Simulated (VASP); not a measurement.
# MgO (m.scan) (I4/mmm) in VASP: single point with r2SCAN

Aim: the single point of MgO (m.scan) with r2SCAN.

All numbers are computed with VASP 6.6.1; they aren't measurements. Logs are shortened: lines on timing, memory, paths and dates and some standing lists are left out, and cuts for length are marked.

### Step 1. The cell of the first run

Symmetry: I4/mmm, No. 139, tetragonal system. Conventional cell: a = 2.942 Å, b = 2.942 Å, c = 4.321 Å, α = 90.00°, β = 90.00°, γ = 90.00°. Mg (site symmetry 4/mmm) has 6 O at 2.08 to 2.16 Å within 2.8 Å. Within 2.8 Å of O (site symmetry 4/mmm) lie 6 Mg at 2.08 to 2.16 Å.

### Step 2. Single point, r2SCAN

The input, POSCAR:

```
MgO
1.0
    2.9422714537      0.0000000000      0.0000000000
    0.0000000000      2.9422714537      0.0000000000
    0.0000000000      0.0000000000      4.3207801591
Mg O
2 2
Direct
    0.0000000000      0.0000000000      0.0000000000
    0.5000000000      0.5000000000      0.5000000000
    0.5000000000      0.5000000000      0.0000000000
    0.0000000000      0.0000000000      0.5000000000
```

The input, INCAR.step1:

```
SYSTEM = MgO
PREC = Accurate
ENCUT = 660
ISMEAR = 0
SIGMA = 0.02
LREAL = .False.
LASPH = .True.
NELM = 120
NBANDS = 16
GGA = PE
ALGO = Normal
EDIFF = 1E-5
LWAVE = .True.
LCHARG = .False.
GGA_COMPAT = .False.
```

The input, INCAR.step2:

```
SYSTEM = MgO
PREC = Accurate
ENCUT = 660
EDIFF = 1E-6
ISMEAR = 0
SIGMA = 0.02
LREAL = .False.
LASPH = .True.
NELM = 120
ALGO = Normal
ISIF = 2
LWAVE = .False.
LCHARG = .False.
METAGGA = R2SCAN
LMIXTAU = .True.
NBANDS = 16
ISTART = 1
GGA_COMPAT = .False.
```

The input, KPOINTS:

```
regular mesh
0
Gamma
  8 8 6
  0 0 0
```

Potentials or basis: VASP PAW PBE potentials, release 64 (Mg, O).

Command:

```bash
$ cat potpaw_PBE.64/Mg/POTCAR potpaw_PBE.64/O/POTCAR > POTCAR
$ cp INCAR.step1 INCAR
$ mpirun -np 1 vasp_std > vasp.out
$ cp INCAR.step2 INCAR
$ mpirun -np 1 vasp_std > vasp.out
```

OUTCAR:

```text
SYSTEM = MgO
   PREC = Accurate
   ENCUT = 660
   EDIFF = 1E-6
   ISMEAR = 0
   LREAL = .False.
   LASPH = .True.
   NELM = 120
   ISIF = 2
   METAGGA = R2SCAN
   ISTART = 1

 ion  position               nearest neighbor table
   1  0.000  0.000  0.000-   3 2.08   3 2.08   3 2.08   3 2.08   4 2.16   4 2.16   2 3.00   2 3.00
                             2 3.00   2 3.00   2 3.00   2 3.00   2 3.00   2 3.00
   2  0.500  0.500  0.500-   4 2.08   4 2.08   4 2.08   4 2.08   3 2.16   3 2.16   1 3.00   1 3.00
                             1 3.00   1 3.00   1 3.00   1 3.00   1 3.00   1 3.00
   3  0.500  0.500  0.000-   1 2.08   1 2.08   1 2.08   1 2.08   2 2.16   2 2.16
   4  0.000  0.000  0.500-   2 2.08   2 2.08   2 2.08   2 2.08   1 2.16   1 2.16

  LATTYP: Found a simple tetragonal cell.
 ALAT       =     2.9422714537
 C/A-ratio  =     1.4685185331

  Lattice vectors:

 A1 = (   2.9422714537,   0.0000000000,   0.0000000000)
 A2 = (   0.0000000000,   2.9422714537,   0.0000000000)
 A3 = (   0.0000000000,   0.0000000000,   4.3207801591)

Analysis of symmetry for initial positions (statically):
=====================================================================
 Subroutine PRICEL returns following result:

  LATTYP: Found a body centered tetragonal cell.
 ALAT       =     2.9422714537
 C/A-ratio  =     1.4685185331

  Lattice vectors:

 A1 = (   1.4711357269,  -1.4711357269,  -2.1603900795)
 A2 = (  -1.4711357269,   1.4711357269,  -2.1603900795)
 A3 = (   1.4711357269,   1.4711357269,   2.1603900795)

   2 primitive cells build up your supercell.

 Routine SETGRP: Setting up the symmetry group for a
 simple tetragonal supercell.

 Subroutine GETGRP returns: Found 16 space group operations
 (whereof 16 operations were pure point group operations)
 out of a pool of 16 trial point group operations.

The static configuration has the point symmetry D_4h.

Analysis of symmetry for dynamics (positions and initial velocities):
=====================================================================
 Subroutine PRICEL returns following result:

  LATTYP: Found a body centered tetragonal cell.
 ALAT       =     2.9422714537
 C/A-ratio  =     1.4685185331

  Lattice vectors:

 A1 = (   1.4711357269,  -1.4711357269,  -2.1603900795)
 A2 = (  -1.4711357269,   1.4711357269,  -2.1603900795)
 A3 = (   1.4711357269,   1.4711357269,   2.1603900795)

   2 primitive cells build up your supercell.

 Routine SETGRP: Setting up the symmetry group for a
 simple tetragonal supercell.

 Subroutine GETGRP returns: Found 16 space group operations
 (whereof 16 operations were pure point group operations)
 out of a pool of 16 trial point group operations.

The dynamic configuration has the point symmetry D_4h.

 Subroutine INISYM returns: Found 16 space group operations
 (whereof 16 operations are pure point group operations),
 and found     2 'primitive' translations

----------------------------------------------------------------------------------------

                                     Primitive cell

  volume of cell :      18.7024

  direct lattice vectors                    reciprocal lattice vectors
     1.471135727 -1.471135727 -2.160390080     0.339873467  0.000000000 -0.231439685
    -1.471135727  1.471135727 -2.160390080     0.000000000  0.339873467 -0.231439685
     1.471135727  1.471135727  2.160390080     0.339873467  0.339873467  0.000000000

  length of vectors
     2.999294242  2.999294242  2.999294242     0.411191320  0.411191320  0.480653667

  position of ions in fractional coordinates (direct lattice)
     0.000000000  0.000000000  0.000000000
     0.500000000  0.500000000  0.000000000

  ion indices of the primitive-cell ions
   primitive index   ion index
                 1           1
                 2           4

----------------------------------------------------------------------------------------

 KPOINTS: regular mesh

Automatic generation of k-mesh.
 Grid dimensions read from file:
 generate k-points for:    8    8    6

 Generating k-lattice:

  Cartesian coordinates                     Fractional coordinates (reciprocal lattice)
     0.042484183  0.000000000  0.000000000     0.125000000  0.000000000  0.000000000
     0.000000000  0.042484183  0.000000000     0.000000000  0.125000000  0.000000000
     0.000000000  0.000000000  0.038573281     0.000000000  0.000000000  0.166666667

  Length of vectors
     0.042484183  0.042484183  0.038573281

  Shift w.r.t. Gamma in fractional coordinates (k-lattice)
     0.000000000  0.000000000  0.000000000

 Subroutine IBZKPT returns following result:
 ===========================================

 Found     60 irreducible k-points:

 Following reciprocal coordinates:
            Coordinates               Weight
  0.000000  0.000000  0.000000      1.000000
  0.125000  0.000000  0.000000      4.000000
  0.250000  0.000000  0.000000      4.000000
  0.375000  0.000000  0.000000      4.000000
  0.500000  0.000000  0.000000      2.000000
  0.125000  0.125000  0.000000      4.000000
[... 16 lines left out ...]
  0.375000  0.125000  0.166667     16.000000
  0.500000  0.125000  0.166667      8.000000
 [... further k-points ...]
   k-points           NKPTS =     60   k-points in BZ     NKDIM =     60   number of bands    NBANDS=     16
   number of dos      NEDOS =    301   number of ions     NIONS =      4
   total plane-waves  NPLWV =  28224
   dimension x,y,z NGX =    28 NGY =   28 NGZ =   36
   dimension x,y,z NGXF=    56 NGYF=   56 NGZF=   72
   ions per type =               2   2
   NGX,Y,Z   is equivalent  to a cutoff of  15.82, 15.82, 13.85 a.u.
   NGXF,Y,Z  is equivalent  to a cutoff of  31.64, 31.64, 27.70 a.u.
 SYSTEM =  MgO
   PREC   = accura    normal or accurate (medium, high low for compatibility)
   ISTART =      1    job   : 0-new  1-cont  2-samecut
   ICHARG =      0    charge: 1-file 2-atom 10-const
   ISPIN  =      1    spin polarized calculation?
   LNONCOLLINEAR =      F non collinear calculations
   LSORBIT =      F    spin-orbit coupling
   LASPH  =      T    aspherical Exc in radial PAW
   ENCUT  =  660.0 eV  48.51 Ry    6.96 a.u.   6.16  6.16  9.05*2*pi/ulx,y,z
   NELM   =    120;   NELMIN=  2; NELMDL=  0     # of ELM steps
   EDIFF  = 0.1E-05   stopping-criterion for ELM
   LREAL  =      F    real-space projection
   EDIFFG = 0.1E-04   stopping-criterion for IOM
   NSW    =      0    number of steps for IOM
   IBRION =     -1    ionic relax: 0-MD 1-quasi-New 2-CG
   NFREE  =      0    steps in history (QN), initial steepest desc. (CG)
   ISIF   =      2    stress and relaxation
   ISYM   =      2    0-nonsym 1-usesym 2-fastsym
   POTIM  = 0.5000    time-step for ionic-motion
   TEBEG  =    0.0;   TEEND  =   0.0 temperature during run
   PSTRESS=    0.0 pullay stress
   NELECT =      16.0000    total number of electrons
   NUPDOWN=      -1.0000    fix difference up-down
   EMIN   =  10.00;   EMAX   =-10.00  energy-range for DOS
   EFERMI =   0.00;   METHOD = LEGACY
   ISMEAR =     0;   SIGMA  =   0.02  broadening in eV -4-tet -1-fermi 0-gaus
   EFERMI_NEDOS =   21; number of points for ismear=-14 and -15
   IALGO  =     38    algorithm
   IMIX   =      4    mixing-type and parameters
     AMIX     =   0.40;   BMIX     =  1.00
     AMIX_MAG =   1.60;   BMIX_MAG =  1.00
  volume/ion in A,a.u.               =       9.35        63.11
  Fermi-wavevector in a.u.,A,eV,Ry     =   1.233499  2.330976 20.701547  1.521521
  Thomas-Fermi vector in A             =   2.368227
   LORBIT       =      0    0 simple, 1 ext, 2 COOP (PROOUT), +10 PAW based schemes
   METAGGA = R2SCAN    functional components
   LHFCALC =     F    Hartree Fock is set to
   AEXX    =    0.0000 exact exchange contribution
   IVDW    =     0    specifies the selected vdW correction
   LEPSILON=     F    determine dielectric tensor
   LRPA    =     F    only Hartree local field effects (RPA)
 non-spin polarized calculation
 Gauss-broadening in eV      SIGMA  =   0.02
  energy-cutoff  :      660.00
  volume of cell :       37.40
 maximum number of plane-waves:      1460
 NGX is ok and might be reduce to    28
   NGX = 13   NGY = 13   NGZ = 19

 number of electron      15.9999998 magnetization

 Free energy of the ion-electron system (eV)
  ---------------------------------------------------
  ext. energy  EPLUGINS =         0.00000000
  ---------------------------------------------------
  free energy    TOTEN  =       -32.31052886 eV

  energy without entropy =      -32.31052886  energy(sigma->0) =      -32.31052886

 E-fermi :   2.8910     XC(G=0): -11.5844

 val. band max:        2.8104487106   @ k =   0.0000   0.0000   0.0000
 cond. band min:       8.3491458901   @ k =   0.0000   0.0000   0.0000
 fundamental gap:      5.5386971795
 Fermi energy:         2.8909600315

 k-point     1 :       0.0000    0.0000    0.0000
  band No.  band energies     occupation
      1     -15.4326      2.00000
      2     -14.0108      2.00000
      3      -1.4148      2.00000
      4       1.4983      2.00000
      5       1.4983      2.00000
      6       2.7351      2.00000
[... 8 lines left out ...]
     15      19.7480      0.00000
     16      23.4228      0.00000

 k-point     2 :       0.1250    0.0000    0.0000
  band No.  band energies     occupation
      1     -15.3213      2.00000
      2     -13.9886      2.00000
      3      -1.2554      2.00000
      4       1.0244      2.00000
      5       1.5463      2.00000
      6       2.0986      2.00000
[... 8 lines left out ...]
     15      20.0251      0.00000
     16      22.8891      0.00000

 k-point     3 :       0.2500    0.0000    0.0000
  band No.  band energies     occupation
      1     -15.0178      2.00000
      2     -13.9598      2.00000
      3      -0.7935      2.00000
      4       0.0618      2.00000
      5       0.8481      2.00000
      6       1.6840      2.00000
[... 8 lines left out ...]
     15      20.8557      0.00000
     16      22.4317      0.00000
[... 362 lines left out ...]
 k-point    23 :       0.3750    0.1250    0.1667
  band No.  band energies     occupation
      1     -14.4971      2.00000
      2     -14.0143      2.00000
      3      -1.0225      2.00000
      4      -0.5868      2.00000
      5       0.5048      2.00000
      6       1.6612      2.00000
[... 8 lines left out ...]
     15      21.0050      0.00000
     16      21.0368      0.00000

 k-point    24 :       0.5000    0.1250    0.1667
  band No.  band energies     occupation
      1     -14.1818      2.00000
      2     -14.1818      2.00000
      3      -1.0943      2.00000
      4      -1.0943      2.00000
      5       1.1515      2.00000
      6       1.1515      2.00000
[... 8 lines left out ...]
     15      21.2448      0.00000
     16      21.2448      0.00000

 [... further k-points ...]
[... 5 lines left out ...]
  --------------------------------------------------------------------------------------
  -------------------------------------------------------------------------------------
  Total        0.0953455      0.0953455     -1.6044983      0.0000000      0.0000000     -0.0000000
  in kB        4.0839755      4.0839755    -68.7261802      0.0000000      0.0000000     -0.0000000
  external PRESSURE =     -20.1860764 kB  Pullay stress =       0.0000000 kB

 VOLUME and BASIS-vectors are now :
 -----------------------------------------------------------------------------
  energy-cutoff  :      660.00
  volume of cell :       37.40
      direct lattice vectors                 reciprocal lattice vectors
     2.942271454  0.000000000  0.000000000     0.339873467  0.000000000  0.000000000
     0.000000000  2.942271454  0.000000000     0.000000000  0.339873467  0.000000000
     0.000000000  0.000000000  4.320780159     0.000000000  0.000000000  0.231439685

 POSITION                                       TOTAL-FORCE (eV/Angst)
 -----------------------------------------------------------------------------------
      0.00000      0.00000      0.00000         0.000000      0.000000      0.000000
      1.47114      1.47114      2.16039         0.000000      0.000000      0.000000
      1.47114      1.47114      0.00000        -0.000000     -0.000000      0.000000
      0.00000      0.00000      2.16039         0.000000      0.000000     -0.000000
 -----------------------------------------------------------------------------------
    total drift:                                0.000000      0.000000      0.000000

  FREE ENERGIE OF THE ION-ELECTRON SYSTEM (eV)
  ---------------------------------------------------
  free  energy   TOTEN  =       -32.3105288600 eV

  energy  without entropy=      -32.3105288600  energy(sigma->0) =      -32.31052886
```

Run time: 2.3 min. Hardware: 1 thread of AMD EPYC 7R13 (Zen 3), shared host; peak memory 0.17 GiB.

Results:

```yaml
Free_energy: -32.3105 eV
Pressure: -2.0 GPa
Band_gap_on_the_k_mesh: 5.54 eV
```

Stress tensor (GPa, compression positive):
```
 0.41  0.00  0.00
 0.00  0.41  0.00
 0.00  0.00 -6.87
```

Levels at points of the mesh, in eV from the valence-band top:
```tsv
k point	band 4	band 5	band 6	band 7	band 8	band 9	band 10	band 11	band 12	band 13
(0.00, 0.00, 0.00)	-1.31	-1.31	-0.08	-0.08	0.00	5.54	10.26	11.07	13.89	16.53
(0.50, 0.00, 0.00)	-3.63	-2.04	-2.04	-0.68	-0.68	10.43	10.43	12.55	12.55	15.21
(0.50, 0.50, 0.00)	-4.10	-1.59	-1.59	-1.35	-1.35	9.87	9.87	10.99	10.99	14.40
(0.00, 0.00, 0.50)	-2.65	-0.75	-0.75	-0.75	-0.75	8.95	8.95	12.23	12.23	16.16
(0.50, 0.00, 0.50)	-4.65	-0.77	-0.77	-0.68	-0.68	8.74	8.74	13.73	13.73	16.98
(0.50, 0.50, 0.50)	-3.05	-3.05	-3.05	-1.69	-1.69	12.61	12.61	12.61	12.61	13.24
```

Caveat: the PAW data sets were made with another functional, which shifts forces and pressure a little. r2SCAN opens gaps a little over a GGA but as a rule still falls short of measured ones.
